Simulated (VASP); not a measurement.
# LiF (P6_3mc) in VASP: further runs, part 2 of 2

VASP 6.6.1.

## 4. Single point, PBE (volume 9.126 Å^3 an atom, c/a of the conventional cell 1.7166)

Input file INCAR:

```
SYSTEM = LiF
  PREC = Accurate
  ENCUT = 520
  EDIFF = 1E-6
  ISMEAR = 0
  SIGMA = 0.05
  LREAL = .False.
  LASPH = .True.
  NELM = 60
  ALGO = Normal
  ISIF = 2
  LWAVE = .False.
  LCHARG = .False.
  GGA = PE
  NBANDS = 18
```

Input file KPOINTS:

```
regular mesh
0
Gamma
  9 9 6
  0 0 0
```

Input file POSCAR:

```
LiF
1.0
    2.9065663320      0.0000000000      0.0000000000
   -1.4532831660      2.5171602813      0.0000000000
    0.0000000000      0.0000000000      4.9894117655
Li F
2 2
Direct
    0.3333333333      0.6666666667      0.3810713234
    0.6666666667      0.3333333333      0.8810713234
    0.3333333333      0.6666666667      0.9939266766
    0.6666666667      0.3333333333      0.4939266766
```

Potentials or basis: VASP PAW PBE potentials, release 64 (Li_sv, F).

Started as:

```
$ cat potpaw_PBE.64/Li_sv/POTCAR potpaw_PBE.64/F/POTCAR > POTCAR
$ mpirun -np 1 vasp_std > vasp.out
```

OUTCAR:

```text
SYSTEM = LiF
   PREC = Accurate
   ENCUT = 520
   EDIFF = 1E-6
   ISMEAR = 0
   LREAL = .False.
   LASPH = .True.
   NELM = 60
   ISIF = 2
   GGA = PE

 ion  position               nearest neighbor table
   1  0.333  0.667  0.381-   4 1.77   4 1.77   4 1.77   3 1.93
   2  0.667  0.333  0.881-   3 1.77   3 1.77   3 1.77   4 1.93
   3  0.333  0.667  0.994-   2 1.77   2 1.77   2 1.77   1 1.93
   4  0.667  0.333  0.494-   1 1.77   1 1.77   1 1.77   2 1.93

  LATTYP: Found a hexagonal cell.
 ALAT       =     2.9065663320
 C/A-ratio  =     1.7166000000

[... 697 lines left out ...]

 [... further k-points ...]
[... 5 lines left out ...]
  --------------------------------------------------------------------------------------
  -------------------------------------------------------------------------------------
  Total        3.0895792      3.0895792      0.4230032      0.0000000      0.0000000      0.0000000
  in kB      135.6030506    135.6030506     18.5658069      0.0000000      0.0000000      0.0000000
  external PRESSURE =      96.5906361 kB  Pullay stress =       0.0000000 kB

 VOLUME and BASIS-vectors are now :
 -----------------------------------------------------------------------------
  energy-cutoff  :      520.00
  volume of cell :       36.50
      direct lattice vectors                 reciprocal lattice vectors
     2.906566332  0.000000000  0.000000000     0.344048573  0.198636536  0.000000000
    -1.453283166  2.517160281  0.000000000     0.000000000  0.397273073  0.000000000
     0.000000000  0.000000000  4.989411765     0.000000000  0.000000000  0.200424428

 POSITION                                       TOTAL-FORCE (eV/Angst)
 -----------------------------------------------------------------------------------
     -0.00000      1.67811      1.90132         0.000000     -0.000000     -0.405703
      1.45328      0.83905      4.39603        -0.000000      0.000000     -0.405703
     -0.00000      1.67811      4.95911         0.000000      0.000000      0.405703
      1.45328      0.83905      2.46440        -0.000000     -0.000000      0.405703
 -----------------------------------------------------------------------------------
    total drift:                                0.000000      0.000000     -0.002221

  FREE ENERGIE OF THE ION-ELECTRON SYSTEM (eV)
  ---------------------------------------------------
  free  energy   TOTEN  =       -19.0858391747 eV

  energy  without entropy=      -19.0858391747  energy(sigma->0) =      -19.08583917
```

stdout:

```text
POSCAR found type information on POSCAR LiF
 POSCAR found :  2 types and       4 ions
 scaLAPACK will be used
 LDA part: xc-table for (Slater+PW92), standard interpolation
 POSCAR, INCAR and KPOINTS ok, starting setup
 FFT: planning ... GRIDC
 FFT: planning ... GRID_SOFT
 FFT: planning ... GRID
 WAVECAR not read
 entering main loop
```

Run time: 33 s. Hardware: 1 thread of AMD EPYC 7R43 (Zen 3), shared host; peak memory 0.13 GiB.

Results:

| Property | Result |
| --- | --- |
| Free energy | -19.0858 eV |
| Largest force | 0.406 eV/Å |
| Band gap on the k mesh | 8.35 eV, direct |

Forces in eV/Å, atoms in the order of the input:
```
Li   0.000  0.000 -0.406
Li   0.000  0.000 -0.406
F    0.000  0.000  0.406
F    0.000  0.000  0.406
```

Levels at points of the mesh, in eV from the valence-band top:
| k point | band 6 | band 7 | band 8 | band 9 | band 10 | band 11 | band 12 | band 13 | band 14 | band 15 |
| --- | --- | --- | --- | --- | --- | --- | --- | --- | --- | --- |
| (0.00, 0.00, 0.00) | -0.24 | -0.24 | -0.02 | 0.00 | 0.00 | 8.35 | 12.26 | 15.87 | 19.66 | 20.19 |
| (0.00, 0.00, 0.50) | -1.25 | -0.12 | -0.12 | -0.12 | -0.12 | 10.00 | 10.00 | 17.78 | 17.78 | 20.49 |

Caveat: the cutoff is under 1.25 times the usual one of these potentials, so pressure, stress and relaxed cells hold a basis-set (Pulay) error. A k mesh can miss the band edges.

## 5. Single point, PBE (volume 9.126 Å^3 an atom, c/a of the conventional cell 1.6161)

Input file INCAR:

```
SYSTEM = LiF
PREC = Accurate ; ENCUT = 520
EDIFF = 1E-6 ; ISMEAR = 0
SIGMA = 0.05 ; LREAL = .False.
LASPH = .True. ; NELM = 80
ALGO = Normal ; ISIF = 2
LWAVE = .False. ; LCHARG = .False.
GGA = PE ; NBANDS = 18
```

KPOINTS is that of step 4.

Input file POSCAR:

```
LiF
1.0
    2.9656088196      0.0000000000      0.0000000000
   -1.4828044098      2.5682925755      0.0000000000
    0.0000000000      0.0000000000      4.7927204134
Li F
2 2
Direct
    0.3333333333      0.6666666667      0.3810713234
    0.6666666667      0.3333333333      0.8810713234
    0.3333333333      0.6666666667      0.9939266766
    0.6666666667      0.3333333333      0.4939266766
```

Potentials or basis: VASP PAW PBE potentials, release 64 (Li_sv, F).

Started as:

```
$ cat potpaw_PBE.64/Li_sv/POTCAR potpaw_PBE.64/F/POTCAR > POTCAR
$ mpirun -np 1 vasp_std > vasp.out
```

OUTCAR:

```text
SYSTEM = LiF
   PREC = Accurate
   ENCUT = 520
   EDIFF = 1E-6
   ISMEAR = 0
   LREAL = .False.
   LASPH = .True.
   NELM = 80
   ISIF = 2
   GGA = PE

 ion  position               nearest neighbor table
   1  0.333  0.667  0.381-   4 1.80   4 1.80   4 1.80   3 1.86
   2  0.667  0.333  0.881-   3 1.80   3 1.80   3 1.80   4 1.86
   3  0.333  0.667  0.994-   2 1.80   2 1.80   2 1.80   1 1.86
   4  0.667  0.333  0.494-   1 1.80   1 1.80   1 1.80   2 1.86

  LATTYP: Found a hexagonal cell.
 ALAT       =     2.9656088196
 C/A-ratio  =     1.6161000000

  Lattice vectors:

 A1 = (   2.9656088196,   0.0000000000,   0.0000000000)
 A2 = (  -1.4828044098,   2.5682925755,   0.0000000000)
 A3 = (   0.0000000000,   0.0000000000,   4.7927204134)

Analysis of symmetry for initial positions (statically):
=====================================================================
 Subroutine PRICEL returns:
 Original cell was already a primitive cell.

 Routine SETGRP: Setting up the symmetry group for a
 hexagonal supercell.

 Subroutine GETGRP returns: Found 12 space group operations
 (whereof  6 operations were pure point group operations)
 out of a pool of 24 trial point group operations.

The static configuration has the point symmetry C_3v.
 The point group associated with its full space group is C_6v.

Analysis of symmetry for dynamics (positions and initial velocities):
=====================================================================
 Subroutine PRICEL returns:
 Original cell was already a primitive cell.

 Routine SETGRP: Setting up the symmetry group for a
 hexagonal supercell.

 Subroutine GETGRP returns: Found 12 space group operations
 (whereof  6 operations were pure point group operations)
 out of a pool of 24 trial point group operations.

The dynamic configuration has the point symmetry C_3v.
 The point group associated with its full space group is C_6v.

[... 116 lines left out ...]
   EFERMI =   0.00;   METHOD = LEGACY
   ISMEAR =     0;   SIGMA  =   0.05  broadening in eV -4-tet -1-fermi 0-gaus
   EFERMI_NEDOS =   21; number of points for ismear=-14 and -15
   IALGO  =     38    algorithm
   IMIX   =      4    mixing-type and parameters
     AMIX     =   0.40;   BMIX     =  1.00
     AMIX_MAG =   1.60;   BMIX_MAG =  1.00
  volume/ion in A,a.u.               =       9.13        61.59
  Fermi-wavevector in a.u.,A,eV,Ry     =   1.339588  2.531455 24.415611  1.794497
  Thomas-Fermi vector in A             =   2.467968
   LORBIT       =      0    0 simple, 1 ext, 2 COOP (PROOUT), +10 PAW based schemes
   GGA     = PE    functional components
   LHFCALC =     F    Hartree Fock is set to
   AEXX    =    0.0000 exact exchange contribution
   IVDW    =     0    specifies the selected vdW correction
   LEPSILON=     F    determine dielectric tensor
   LRPA    =     F    only Hartree local field effects (RPA)
 non-spin polarized calculation
 Gauss-broadening in eV      SIGMA  =   0.05
  energy-cutoff  :      520.00
  volume of cell :       36.50
 maximum number of plane-waves:      1014
 NGX is ok and might be reduce to    24
   NGX = 11   NGY = 11   NGZ = 17

 number of electron      20.0000036 magnetization

 Free energy of the ion-electron system (eV)
  ---------------------------------------------------
  ext. energy  EPLUGINS =         0.00000000
  ---------------------------------------------------
  free energy    TOTEN  =       -19.16030195 eV

  energy without entropy =      -19.16030195  energy(sigma->0) =      -19.16030195

 E-fermi :  -1.7108     XC(G=0):  -9.2113

 val. band max:       -2.0937238528   @ k =   0.0000   0.0000   0.0000
 cond. band min:       6.2220544709   @ k =   0.0000   0.0000   0.0000
 fundamental gap:      8.3157783237
 Fermi energy:        -1.7107996260

 k-point     1 :       0.0000    0.0000    0.0000
  band No.  band energies     occupation
      1     -42.2792      2.00000
      2     -42.2250      2.00000
      3     -21.6400      2.00000
      4     -21.3911      2.00000
      5      -4.4699      2.00000
      6      -2.5200      2.00000
[... 481 lines left out ...]
      5      -4.2952      2.00000
      6      -3.3866      2.00000
[... 10 lines left out ...]
     17      17.2397      0.00000
     18      20.3326      0.00000

 [... further k-points ...]
[... 5 lines left out ...]
  --------------------------------------------------------------------------------------
  -------------------------------------------------------------------------------------
  Total        2.3315045      2.3315045      1.3186476      0.0000000      0.0000000      0.0000000
  in kB      102.3308048    102.3308048     57.8760488      0.0000000      0.0000000      0.0000000
  external PRESSURE =      87.5125528 kB  Pullay stress =       0.0000000 kB

 VOLUME and BASIS-vectors are now :
 -----------------------------------------------------------------------------
  energy-cutoff  :      520.00
  volume of cell :       36.50
      direct lattice vectors                 reciprocal lattice vectors
     2.965608820  0.000000000  0.000000000     0.337198889  0.194681869  0.000000000
    -1.482804410  2.568292576  0.000000000     0.000000000  0.389363739  0.000000000
     0.000000000  0.000000000  4.792720413     0.000000000  0.000000000  0.208649768

 POSITION                                       TOTAL-FORCE (eV/Angst)
 -----------------------------------------------------------------------------------
     -0.00000      1.71220      1.82637         0.000000     -0.000000     -0.145561
      1.48280      0.85610      4.22273        -0.000000      0.000000     -0.145561
     -0.00000      1.71220      4.76361         0.000000      0.000000      0.145561
      1.48280      0.85610      2.36725         0.000000     -0.000000      0.145561
 -----------------------------------------------------------------------------------
    total drift:                                0.000000      0.000000     -0.005476

  FREE ENERGIE OF THE ION-ELECTRON SYSTEM (eV)
  ---------------------------------------------------
  free  energy   TOTEN  =       -19.1603019475 eV

  energy  without entropy=      -19.1603019475  energy(sigma->0) =      -19.16030195
```

stdout:

```text
POSCAR found type information on POSCAR LiF
 POSCAR found :  2 types and       4 ions
 scaLAPACK will be used
 LDA part: xc-table for (Slater+PW92), standard interpolation
 POSCAR, INCAR and KPOINTS ok, starting setup
 FFT: planning ... GRIDC
 FFT: planning ... GRID_SOFT
 FFT: planning ... GRID
 WAVECAR not read
 entering main loop
```

It took 29 s on 1 thread of AMD EPYC 7R43 (Zen 3), shared host; peak memory 0.12 GiB.

Results:

```
Free energy            : -19.1603 eV
Largest force          : 0.146 eV/Å
Band gap on the k mesh : 8.32 eV, direct
```

Forces in eV/Å, atoms in the order of the input:
```
Li   0.000  0.000 -0.146
Li   0.000  0.000 -0.146
F    0.000  0.000  0.146
F    0.000  0.000  0.146
```

Caveat: the cutoff is under 1.25 times the usual one of these potentials, so pressure, stress and relaxed cells hold a basis-set (Pulay) error. A k mesh can miss the band edges.

## 6. Overview

| cell | gap on the mesh (eV) | largest force (eV/Å) |
| --- | --- | --- |
| a = 3.056, b = 3.056, c = 4.512 Å, angles 90.0, 90.0, 120.0°, 4 atoms | 8.20 | 0.44 |
| a = 2.996, b = 2.996, c = 4.697 Å, angles 90.0, 90.0, 120.0°, 4 atoms | 8.28 | 0.02 |
| a = 2.907, b = 2.907, c = 4.989 Å, angles 90.0, 90.0, 120.0°, 4 atoms | 8.35 | 0.41 |
| a = 2.966, b = 2.966, c = 4.793 Å, angles 90.0, 90.0, 120.0°, 4 atoms | 8.32 | 0.15 |

Alike in all rows: task single point; level PBE; potentials or basis VASP PAW PBE potentials, release 64 (Li_sv, F); no spin polarisation; k mesh 9 × 9 × 6; cutoff (eV) 520; smearing gaussian 0.05 eV.

Caveats: the cutoff is under 1.25 times the usual one of these potentials, so pressure, stress and relaxed cells hold a basis-set (Pulay) error.

Absolute energies hang on the potentials; compare differences alone.
